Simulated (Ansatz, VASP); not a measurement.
# One calculation of BN, two programs

```xyz
4
Lattice="2.5660 0.0000 0.0000 -1.2830 2.2222 0.0000 0.0000 0.0000 4.1976" Properties=species:S:1:pos:R:3 pbc="T T T"
B     0.0000    1.4815   -0.0016
B     1.2830    0.7407    2.0973
N     0.0000    1.4815    1.5715
N     1.2830    0.7407    3.6703
```

Change from the starting cell: strained cell.

Alike in both runs: functional PBEsol; k mesh 9 × 9 × 6; occupations gaussian, width 0.02 eV; no spin polarisation.

Ansatz relaxed the structure, and its values are those at the end. VASP's run is a single point on that final structure, the one shown.

```csv
,VASP,Ansatz
version,VASP 6.6.1,Ansatz 0.2.0
potentials or method,"VASP PAW PBE potentials, release 64 (B, N), cutoff 520 eV","scalar-relativistic, plane waves, PAW"
valence electrons in the cell,16,16
```

Ansatz gave:

```
gap on the k mesh at the Fermi level (eV) : 5.04
least direct gap on the mesh (eV)         : 8.07
pressure (GPa)                            : -6.8
```

Q: Which values does VASP return?

A: gap on the k mesh at the Fermi level (eV): 5.03; least direct gap on the mesh (eV): 8.07; pressure (GPa): -6.1.

VASP's potentials were made for PBE, not for PBEsol, and Ansatz warns of the same on its side. Ansatz's warnings: stress scf threshold loose.
